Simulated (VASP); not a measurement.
# NiO2 (P-3m1) in VASP: notebook, part 2 of 3

VASP 6.6.1. Earlier steps stand in the parts before.

**4. Single point, PBEsol (c/a of the conventional cell at fixed volume 1.7147)**

Contents of INCAR:

```
PREC = Accurate
ENCUT = 520
EDIFF = 1E-7
ISMEAR = 0
SIGMA = 0.05
LREAL = F
LASPH = T
NELM = 80
ALGO = Normal
ISIF = 2
LWAVE = F
LCHARG = T
GGA = PS
LELF = T
LVHAR = T
NBANDS = 18
```

Contents of KPOINTS:

```
regular mesh
0
Gamma
  12 12 6
```

Contents of POSCAR:

```
NiO2
1.0
    2.8221285779      0.0000000000      0.0000000000
   -1.4110642890      2.4440350412      0.0000000000
    0.0000000000      0.0000000000      4.8391038725
Ni O
1 2
Direct
    0.0000000000      0.0000000000      0.5000000000
    0.6666666667      0.3333333333      0.6373845568
    0.3333333333      0.6666666667      0.3626154432
```

Potentials or basis: VASP PAW PBE potentials, release 64 (Ni, O).

Command:

```sh
> cat potpaw_PBE.64/Ni/POTCAR potpaw_PBE.64/O/POTCAR > POTCAR
> mpirun -np 1 vasp_std > vasp.out
```

OUTCAR:

```text
PREC = Accurate
   ENCUT = 520
   EDIFF = 1E-7
   ISMEAR = 0
   LREAL = F
   LASPH = T
   NELM = 80
   ISIF = 2
   GGA = PS

 ion  position               nearest neighbor table
   1  0.000  0.000  0.500-   2 1.76   3 1.76   2 1.76   3 1.76   2 1.76   3 1.76
   2  0.667  0.333  0.637-   1 1.76   1 1.76   1 1.76
   3  0.333  0.667  0.363-   1 1.76   1 1.76   1 1.76

  LATTYP: Found a hexagonal cell.
 ALAT       =     2.8221285779
 C/A-ratio  =     1.7147000000

  Lattice vectors:

 A1 = (   2.8221285779,   0.0000000000,   0.0000000000)
 A2 = (  -1.4110642890,   2.4440350412,   0.0000000000)
 A3 = (   0.0000000000,   0.0000000000,   4.8391038725)

Analysis of symmetry for initial positions (statically):
=====================================================================
 Subroutine PRICEL returns:
 Original cell was already a primitive cell.

 Routine SETGRP: Setting up the symmetry group for a
 hexagonal supercell.

 Subroutine GETGRP returns: Found 12 space group operations
 (whereof 12 operations were pure point group operations)
 out of a pool of 24 trial point group operations.

The static configuration has the point symmetry D_3d.

Analysis of symmetry for dynamics (positions and initial velocities):
=====================================================================
 Subroutine PRICEL returns:
 Original cell was already a primitive cell.

 Routine SETGRP: Setting up the symmetry group for a
 hexagonal supercell.

 Subroutine GETGRP returns: Found 12 space group operations
 (whereof 12 operations were pure point group operations)
 out of a pool of 24 trial point group operations.

The dynamic configuration has the point symmetry D_3d.

 Subroutine INISYM returns: Found 12 space group operations
 (whereof 12 operations are pure point group operations),
 and found     1 'primitive' translations

----------------------------------------------------------------------------------------

                                     Primitive cell

  volume of cell :      33.3771

  direct lattice vectors                    reciprocal lattice vectors
     2.822128578  0.000000000  0.000000000     0.354342466  0.204579718  0.000000000
    -1.411064289  2.444035041  0.000000000     0.000000000  0.409159436  0.000000000
     0.000000000  0.000000000  4.839103872     0.000000000  0.000000000  0.206649832

  length of vectors
     2.822128578  2.822128578  4.839103872     0.409159436  0.409159436  0.206649832

  position of ions in fractional coordinates (direct lattice)
     0.000000000  0.000000000  0.500000000
     0.666666667  0.333333333  0.637384557
     0.333333333  0.666666667  0.362615443

  ion indices of the primitive-cell ions
   primitive index   ion index
                 1           1
                 2           2
                 3           3

----------------------------------------------------------------------------------------

 KPOINTS: regular mesh

Automatic generation of k-mesh.
 Grid dimensions read from file:
 generate k-points for:   12   12    6

 Generating k-lattice:

  Cartesian coordinates                     Fractional coordinates (reciprocal lattice)
     0.029528539  0.017048310  0.000000000     0.083333333  0.000000000  0.000000000
     0.000000000  0.034096620  0.000000000     0.000000000  0.083333333  0.000000000
     0.000000000  0.000000000  0.034441639     0.000000000  0.000000000  0.166666667

  Length of vectors
     0.034096620  0.034096620  0.034441639

  Shift w.r.t. Gamma in fractional coordinates (k-lattice)
     0.000000000  0.000000000  0.000000000

 Subroutine IBZKPT returns following result:
 ===========================================

 Found    100 irreducible k-points:

 Following reciprocal coordinates:
            Coordinates               Weight
  0.000000  0.000000  0.000000      1.000000
  0.083333  0.000000  0.000000      6.000000
  0.166667  0.000000  0.000000      6.000000
  0.250000  0.000000  0.000000      6.000000
  0.333333  0.000000  0.000000      6.000000
  0.416667 -0.000000  0.000000      6.000000
[... 16 lines left out ...]
  0.166667  0.000000  0.166667      6.000000
  0.000000  0.166667  0.166667      6.000000
 [... further k-points ...]
   k-points           NKPTS =    100   k-points in BZ     NKDIM =    100   number of bands    NBANDS=     18
   number of dos      NEDOS =    301   number of ions     NIONS =      3
   total plane-waves  NPLWV =  20736
   dimension x,y,z NGX =    24 NGY =   24 NGZ =   36
   dimension x,y,z NGXF=    48 NGYF=   48 NGZF=   72
   ions per type =               1   2
   NGX,Y,Z   is equivalent  to a cutoff of  14.14, 14.14, 12.37 a.u.
   NGXF,Y,Z  is equivalent  to a cutoff of  28.28, 28.28, 24.74 a.u.
 SYSTEM =  unknown system
   PREC   = accura    normal or accurate (medium, high low for compatibility)
   ISTART =      0    job   : 0-new  1-cont  2-samecut
   ICHARG =      2    charge: 1-file 2-atom 10-const
   ISPIN  =      1    spin polarized calculation?
   LNONCOLLINEAR =      F non collinear calculations
   LSORBIT =      F    spin-orbit coupling
   LASPH  =      T    aspherical Exc in radial PAW
   ENCUT  =  520.0 eV  38.22 Ry    6.18 a.u.   5.25  5.25  9.00*2*pi/ulx,y,z
   NELM   =     80;   NELMIN=  2; NELMDL= -5     # of ELM steps
   EDIFF  = 0.1E-06   stopping-criterion for ELM
   LREAL  =      F    real-space projection
   EDIFFG = 0.1E-05   stopping-criterion for IOM
   NSW    =      0    number of steps for IOM
   IBRION =     -1    ionic relax: 0-MD 1-quasi-New 2-CG
   NFREE  =      0    steps in history (QN), initial steepest desc. (CG)
   ISIF   =      2    stress and relaxation
   ISYM   =      2    0-nonsym 1-usesym 2-fastsym
   POTIM  = 0.5000    time-step for ionic-motion
   TEBEG  =    0.0;   TEEND  =   0.0 temperature during run
   PSTRESS=    0.0 pullay stress
   NELECT =      22.0000    total number of electrons
   NUPDOWN=      -1.0000    fix difference up-down
   EMIN   =  10.00;   EMAX   =-10.00  energy-range for DOS
   EFERMI =   0.00;   METHOD = LEGACY
   ISMEAR =     0;   SIGMA  =   0.05  broadening in eV -4-tet -1-fermi 0-gaus
   EFERMI_NEDOS =   21; number of points for ismear=-14 and -15
   IALGO  =     38    algorithm
   IMIX   =      4    mixing-type and parameters
     AMIX     =   0.40;   BMIX     =  1.00
     AMIX_MAG =   1.60;   BMIX_MAG =  1.00
  volume/ion in A,a.u.               =      11.13        75.08
  Fermi-wavevector in a.u.,A,eV,Ry     =   1.424730  2.692350 27.617874  2.029856
  Thomas-Fermi vector in A             =   2.545190
   LORBIT       =      0    0 simple, 1 ext, 2 COOP (PROOUT), +10 PAW based schemes
   GGA     = PS    functional components
   LHFCALC =     F    Hartree Fock is set to
   AEXX    =    0.0000 exact exchange contribution
   IVDW    =     0    specifies the selected vdW correction
   LEPSILON=     F    determine dielectric tensor
   LRPA    =     F    only Hartree local field effects (RPA)
 non-spin polarized calculation
 Gauss-broadening in eV      SIGMA  =   0.05
  energy-cutoff  :      520.00
  volume of cell :       33.38
 maximum number of plane-waves:       916
 NGX is ok and might be reduce to    24
   NGX = 11   NGY = 11   NGZ = 17

 number of electron      21.9999999 magnetization

 Free energy of the ion-electron system (eV)
  ---------------------------------------------------
  ext. energy  EPLUGINS =         0.00000000
  ---------------------------------------------------
  free energy    TOTEN  =       -17.42723349 eV

  energy without entropy =      -17.42723349  energy(sigma->0) =      -17.42723349

 E-fermi :   2.9962     XC(G=0): -10.0848

 val. band max:        2.7966882772   @ k =   0.0000   0.0000   0.5000
 cond. band min:       3.5279949775   @ k =   0.3333   0.0000   0.1667
 fundamental gap:      0.7313067002
 Fermi energy:         2.9962389588

 k-point     1 :       0.0000    0.0000    0.0000
  band No.  band energies     occupation
      1     -19.2301      2.00000
      2     -14.2776      2.00000
      3      -5.5266      2.00000
      4      -5.5266      2.00000
      5      -3.2875      2.00000
      6      -0.0608      2.00000
[... 10 lines left out ...]
     17      21.5137      0.00000
     18      21.5137      0.00000
[... 463 lines left out ...]
 k-point    24 :       0.0000    0.1667    0.1667
  band No.  band energies     occupation
      1     -18.7926      2.00000
      2     -14.6082      2.00000
      3      -5.3277      2.00000
      4      -5.1775      2.00000
      5      -2.9781      2.00000
      6      -1.3225      2.00000
[... 10 lines left out ...]
     17      19.7732      0.00000
     18      22.5236      0.00000

 [... further k-points ...]

------------------------ aborting loop because EDIFF is reached ----------------------------------------

  FORCE on cell =-STRESS in cart. coord.  units (eV):
  Direction    XX          YY          ZZ          XY          YZ          ZX
  --------------------------------------------------------------------------------------
  -------------------------------------------------------------------------------------
  Total        8.8759263      8.8759263      7.0806353     -0.0000000      0.0000000     -0.0000000
  in kB      426.0642572    426.0642572    339.8862822     -0.0000000      0.0000000     -0.0000000
  external PRESSURE =     397.3382655 kB  Pullay stress =       0.0000000 kB

 VOLUME and BASIS-vectors are now :
 -----------------------------------------------------------------------------
  energy-cutoff  :      520.00
  volume of cell :       33.38
      direct lattice vectors                 reciprocal lattice vectors
     2.822128578  0.000000000  0.000000000     0.354342466  0.204579718  0.000000000
    -1.411064289  2.444035041  0.000000000     0.000000000  0.409159436  0.000000000
     0.000000000  0.000000000  4.839103872     0.000000000  0.000000000  0.206649832

 POSITION                                       TOTAL-FORCE (eV/Angst)
 -----------------------------------------------------------------------------------
      0.00000      0.00000      2.41955         0.000000      0.000000      0.000000
      1.41106      0.81468      3.08437         0.000000     -0.000000      5.381114
     -0.00000      1.62936      1.75473        -0.000000      0.000000     -5.381114
 -----------------------------------------------------------------------------------
    total drift:                                0.000000      0.000000      0.000000

  FREE ENERGIE OF THE ION-ELECTRON SYSTEM (eV)
  ---------------------------------------------------
  free  energy   TOTEN  =       -17.4272334938 eV

  energy  without entropy=      -17.4272334938  energy(sigma->0) =      -17.42723349
```

OSZICAR:

```text
N       E                     dE             d eps       ncg     rms          rms(c)
DAV:   1     0.177099938308E+03    0.17710E+03   -0.11811E+04  3616   0.145E+03
DAV:   2    -0.875506596387E+01   -0.18586E+03   -0.17177E+03  3880   0.327E+02
DAV:   3    -0.249986831725E+02   -0.16244E+02   -0.16052E+02  4090   0.113E+02
DAV:   4    -0.252183896371E+02   -0.21971E+00   -0.21952E+00  4080   0.132E+01
DAV:   5    -0.252215209309E+02   -0.31313E-02   -0.31311E-02  4132   0.160E+00    0.342E+01
DAV:   6    -0.285067861961E+02   -0.32853E+01   -0.53609E+01  4540   0.174E+02    0.474E+01
DAV:   7    -0.174330320090E+02    0.11074E+02   -0.21015E+01  4220   0.125E+02    0.729E+00
DAV:   8    -0.174456215176E+02   -0.12590E-01   -0.20619E+00  3970   0.158E+01    0.409E+00
DAV:   9    -0.174299344184E+02    0.15687E-01   -0.85222E-02  5256   0.694E+00    0.517E-01
DAV:  10    -0.174302811253E+02   -0.34671E-03   -0.34459E-02  4114   0.509E+00    0.620E-01
DAV:  11    -0.174271569558E+02    0.31242E-02   -0.60043E-03  4076   0.229E+00    0.923E-02
DAV:  12    -0.174272261206E+02   -0.69165E-04   -0.90378E-04  3844   0.286E-01    0.486E-02
DAV:  13    -0.174272330509E+02   -0.69302E-05   -0.12789E-04  3842   0.241E-01    0.121E-02
DAV:  14    -0.174272344143E+02   -0.13635E-05   -0.17460E-05  3880   0.357E-02    0.128E-02
DAV:  15    -0.174272336419E+02    0.77241E-06   -0.54867E-06  3804   0.700E-02    0.305E-03
DAV:  16    -0.174272334748E+02    0.16710E-06   -0.97079E-07  4000   0.147E-02    0.165E-03
DAV:  17    -0.174272334938E+02   -0.18994E-07   -0.35835E-08  2526   0.378E-03
   1 F= -.17427233E+02 E0= -.17427233E+02  d E =-.418125E-11
```

Wall time 35 s (1 thread of Intel Xeon Platinum 8488C (Sapphire Rapids), shared host); peak memory 0.19 GiB.

What came out:

| Item | Value |
| --- | --- |
| Free energy | -17.4272 eV |
| Pressure | 39.7 GPa |
| Largest force | 5.381 eV/Å |
| Band gap on the k mesh | 0.73 eV, indirect (least direct gap 1.13 eV) |

Forces in eV/Å, atoms in the order of the input:
```
Ni   0.000  0.000  0.000
O    0.000  0.000  5.381
O    0.000  0.000 -5.381
```

Stress tensor (GPa, compression positive):
```
42.61  0.00  0.00
 0.00 42.61  0.00
 0.00  0.00 33.99
```

Levels at points of the mesh, in eV from the valence-band top:
| k point | band 8 | band 9 | band 10 | band 11 | band 12 | band 13 | band 14 | band 15 |
| --- | --- | --- | --- | --- | --- | --- | --- | --- |
| (0.00, 0.00, 0.00) | -2.32 | -1.99 | -1.99 | -0.10 | 2.44 | 2.44 | 6.49 | 11.21 |
| (0.50, 0.00, 0.00) | -2.80 | -2.58 | -1.71 | -1.14 | 1.08 | 2.61 | 11.46 | 11.72 |
| (0.00, 0.00, 0.50) | -2.81 | -1.99 | -1.99 | 0.00 | 2.45 | 2.45 | 7.65 | 10.25 |
| (0.50, 0.00, 0.50) | -2.80 | -2.55 | -1.53 | -1.16 | 1.07 | 2.59 | 10.45 | 12.11 |

Caveat: the PAW data sets were made with another functional, which shifts forces and pressure a little.

[end of part 2 of 3]
